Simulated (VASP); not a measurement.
# Li2Se (Fm-3m) in VASP: relaxation of cell and atoms with PBEsol

Aim: the relaxation of cell and atoms of Li2Se with PBEsol.

Program: VASP 6.6.1. These are calculated values, not measurements. Logs are shortened: lines on timing, memory, paths and dates and some standing lists are left out, and cuts for length are marked.

### Step 1. The cell of the first run

Symmetry: Fm-3m, No. 225, cubic system. Conventional cell: a = 6.005 Å, b = 6.005 Å, c = 6.005 Å, α = 90.00°, β = 90.00°, γ = 90.00°. Within 3.4 Å of Li (site symmetry -43m) lie 4 Se at 2.60 Å and 6 Li at 3.00 Å. Se (site symmetry m-3m) has 8 Li at 2.60 Å within 3.4 Å.

### Step 2. Relaxation of cell and atoms, PBEsol

INCAR reads:

```
SYSTEM = Li2Se
ALGO = Normal
EDIFF = 1E-7
EDIFFG = -0.002
ENCUT = 750
GGA = PS
GGA_COMPAT = .False.
IBRION = 2
ISIF = 3
ISMEAR = -1
LASPH = .True.
LCHARG = .False.
LREAL = .False.
LWAVE = .False.
NELM = 120
NELMIN = 4
NSW = 100
PREC = Accurate
SIGMA = 0.05
```

KPOINTS reads:

```
k-points
0
Gamma
  12 12 12
  0 0 0
```

POSCAR reads:

```
Li2Se
1.0
    3.0025000000      3.0025000000      0.0000000000
   -3.0025000000      3.0025000000      0.0000000000
    0.0000000000      3.0025000000      3.0025000000
Li Se
2 1
Direct
    0.2500000000      0.7500000000      0.5000000000
    0.7500000000      0.2500000000      0.5000000000
    0.0000000000      0.0000000000      0.0000000000
```

Potentials or basis: VASP PAW PBE potentials, release 64 (Li_sv, Se).

Run with:

```
> cat potpaw_PBE.64/Li_sv/POTCAR potpaw_PBE.64/Se/POTCAR > POTCAR
> mpirun -np 1 vasp_std > vasp.out
```

OUTCAR:

```text
SYSTEM = Li2Se
   EDIFF = 1E-7
   EDIFFG = -0.002
   ENCUT = 750
   GGA = PS
   IBRION = 2
   ISIF = 3
   ISMEAR = -1
   LASPH = .True.
   LREAL = .False.
   NELM = 120
   NELMIN = 4
   NSW = 100
   PREC = Accurate

 ion  position               nearest neighbor table
   1  0.250  0.750  0.500-   3 2.60   3 2.60   3 2.60   3 2.60
   2  0.750  0.250  0.500-   3 2.60   3 2.60   3 2.60   3 2.60
   3  0.000  0.000  0.000-   2 2.60   1 2.60   1 2.60   2 2.60   1 2.60   2 2.60   2 2.60   1 2.60

  LATTYP: Found a face centered cubic cell.
 ALAT       =     6.0050000000

  Lattice vectors:

 A1 = (   0.0000000000,   3.0025000000,   3.0025000000)
 A2 = (   3.0025000000,   0.0000000000,   3.0025000000)
 A3 = (   3.0025000000,   3.0025000000,   0.0000000000)

Analysis of symmetry for initial positions (statically):
=====================================================================
 Subroutine PRICEL returns:
 Original cell was already a primitive cell.

 Routine SETGRP: Setting up the symmetry group for a
 face centered cubic supercell.

 Subroutine GETGRP returns: Found 48 space group operations
 (whereof 48 operations were pure point group operations)
 out of a pool of 48 trial point group operations.

The static configuration has the point symmetry O_h .

Analysis of symmetry for dynamics (positions and initial velocities):
=====================================================================
 Subroutine PRICEL returns:
 Original cell was already a primitive cell.

 Routine SETGRP: Setting up the symmetry group for a
 face centered cubic supercell.

 Subroutine GETGRP returns: Found 48 space group operations
 (whereof 48 operations were pure point group operations)
 out of a pool of 48 trial point group operations.

The dynamic configuration has the point symmetry O_h .

 Subroutine INISYM returns: Found 48 space group operations
 (whereof 48 operations are pure point group operations),
 and found     1 'primitive' translations

----------------------------------------------------------------------------------------

                                     Primitive cell

  volume of cell :      54.1351

  direct lattice vectors                    reciprocal lattice vectors
     3.002500000  3.002500000  0.000000000     0.166527893  0.166527893 -0.166527893
    -3.002500000  3.002500000  0.000000000    -0.166527893  0.166527893 -0.166527893
[... 105 lines left out ...]
   IMIX   =      4    mixing-type and parameters
     AMIX     =   0.40;   BMIX     =  1.00
     AMIX_MAG =   1.60;   BMIX_MAG =  1.00
  volume/ion in A,a.u.               =      18.05       121.77
  Fermi-wavevector in a.u.,A,eV,Ry     =   0.990776  1.872296 13.355989  0.981637
  Thomas-Fermi vector in A             =   2.122471
   LORBIT       =      0    0 simple, 1 ext, 2 COOP (PROOUT), +10 PAW based schemes
   GGA     = PS    functional components
   LHFCALC =     F    Hartree Fock is set to
   AEXX    =    0.0000 exact exchange contribution
   IVDW    =     0    specifies the selected vdW correction
   LEPSILON=     F    determine dielectric tensor
   LRPA    =     F    only Hartree local field effects (RPA)
 conjugate gradient relaxation of ions
 non-spin polarized calculation
  energy-cutoff  :      750.00
  volume of cell :       54.14
 maximum number of plane-waves:      2565
 NGX is ok and might be reduce to    40
   NGX = 19   NGY = 19   NGZ = 19

--------------------------------------- Ionic step        1  -------------------------------------------

 number of electron      12.0000004 magnetization

 Free energy of the ion-electron system (eV)
  ---------------------------------------------------
  ext. energy  EPLUGINS =         0.00000000
  ---------------------------------------------------
  free energy    TOTEN  =       -11.55561985 eV

  energy without entropy =      -11.55561985  energy(sigma->0) =      -11.55561985

------------------------ aborting loop because EDIFF is reached ----------------------------------------

  FORCE on cell =-STRESS in cart. coord.  units (eV):
  Direction    XX          YY          ZZ          XY          YZ          ZX
  --------------------------------------------------------------------------------------
  -------------------------------------------------------------------------------------
  Total       -0.3374785     -0.3374785     -0.3374785      0.0000000      0.0000000     -0.0000000
  in kB       -9.9879789     -9.9879789     -9.9879789      0.0000000      0.0000000     -0.0000000
  external PRESSURE =      -9.9879789 kB  Pullay stress =       0.0000000 kB
[... 61 lines left out ...]
--------------------------------------- Ionic step        3  -------------------------------------------

 number of electron      12.0000000 magnetization

 Free energy of the ion-electron system (eV)
  ---------------------------------------------------
  ext. energy  EPLUGINS =         0.00000000
  ---------------------------------------------------
  free energy    TOTEN  =       -11.56064584 eV

  energy without entropy =      -11.56064584  energy(sigma->0) =      -11.56064584

 E-fermi :   2.1330     XC(G=0):  -8.4893

 val. band max:        1.0869815753   @ k =   0.0000   0.0000   0.0000
 cond. band min:       3.8963468075   @ k =   0.5000   0.5000   0.0000
 fundamental gap:      2.8093652321
 Fermi energy:         2.1329718495

 k-point     1 :       0.0000    0.0000    0.0000
  band No.  band energies     occupation
      1     -42.8836      2.00000
      2     -42.8548      2.00000
      3     -10.4019      2.00000
      4       1.0870      2.00000
      5       1.0870      2.00000
      6       1.0870      2.00000
      7       4.4483      0.00000
      8       6.6662      0.00000
      9       6.6662      0.00000
     10       6.6662      0.00000
[... 287 lines left out ...]
 k-point    24 :      -0.4167    0.1667    0.0000
  band No.  band energies     occupation
      1     -42.8743      2.00000
      2     -42.8632      2.00000
      3     -10.0405      2.00000
      4      -1.4313      2.00000
      5       0.2032      2.00000
      6       0.2222      2.00000
      7       5.8499      0.00000
      8       7.5151      0.00000
      9       8.0076      0.00000
     10       8.2188      0.00000

 [... further k-points ...]

------------------------ aborting loop because EDIFF is reached ----------------------------------------

  FORCE on cell =-STRESS in cart. coord.  units (eV):
  Direction    XX          YY          ZZ          XY          YZ          ZX
  --------------------------------------------------------------------------------------
  -------------------------------------------------------------------------------------
  Total       -0.0012214     -0.0012214     -0.0012214      0.0000000      0.0000000     -0.0000000
  in kB       -0.0372285     -0.0372285     -0.0372285      0.0000000      0.0000000     -0.0000000
  external PRESSURE =      -0.0372285 kB  Pullay stress =       0.0000000 kB
[... 18 lines left out ...]
  FREE ENERGIE OF THE ION-ELECTRON SYSTEM (eV)
  ---------------------------------------------------
  free  energy   TOTEN  =       -11.5606458361 eV

  energy  without entropy=      -11.5606458361  energy(sigma->0) =      -11.56064584

 reached required accuracy - stopping structural energy minimisation
```

OSZICAR:

```text
N       E                     dE             d eps       ncg     rms          rms(c)
DAV:   1     0.444057790956E+02    0.44406E+02   -0.68797E+03  1440   0.150E+03
[... 24 lines left out ...]
DAV:   1    -0.115660428597E+02   -0.64134E-02   -0.10769E-01  1500   0.242E+00    0.454E-01
DAV:   2    -0.115616826991E+02    0.43602E-02   -0.15889E-02  1828   0.972E-01    0.250E-01
DAV:   3    -0.115607032517E+02    0.97945E-03   -0.34128E-03  1512   0.342E-01    0.108E-01
DAV:   4    -0.115606514547E+02    0.51797E-04   -0.16822E-04  2310   0.977E-02    0.383E-02
DAV:   5    -0.115606490882E+02    0.23665E-05   -0.36032E-05  2674   0.435E-02    0.180E-02
DAV:   6    -0.115606458257E+02    0.32625E-05   -0.37793E-06  2208   0.198E-02    0.301E-03
DAV:   7    -0.115606458361E+02   -0.10425E-07   -0.66150E-07  1702   0.605E-03
   3 F= -.11560646E+02 E0= -.11560646E+02  d E =-.502599E-02
```

Run time: 1.8 min. Hardware: 1 thread of AMD EPYC 9R45 (Zen 5), shared host; peak memory 0.25 GiB.

Results:

```
Free energy                           : -11.5606 eV
Relaxed volume                        : 17.52 Å³/atom
Relaxed cell                          : a = 4.205 Å, b = 4.205 Å, c = 4.205 Å, α = 60.00°, β = 60.00°, γ = 90.00°
Space group after relaxing (to 0.1 Å) : Fm-3m (No. 225)
Energy gained by relaxing             : 1.7 meV/atom
Ionic steps                           : 3
Pressure after relaxing               : 0.0 GPa
Band gap on the k mesh                : 2.81 eV (least direct gap 3.36 eV)
```

The path:
```tsv
step	energy change (eV)	largest force (eV/Å)	pressure (GPa)	volume (Å³)
1	0.0000	0.0000	-1.00	54.14
2	-0.0040	0.0000	-0.46	53.26
3	-0.0050	0.0000	0.00	52.56
```

Final structure:
```
Li Se
1.0
     2.97314    2.97314    0.00000
    -2.97314    2.97314    0.00000
     0.00000    2.97314    2.97314
Li Se
2 1
Direct
  0.25000 0.75000 0.50000
  0.75000 0.25000 0.50000
  0.00000 0.00000 0.00000
```

Caveat: the PAW data sets were made with another functional, which shifts forces and pressure a little.
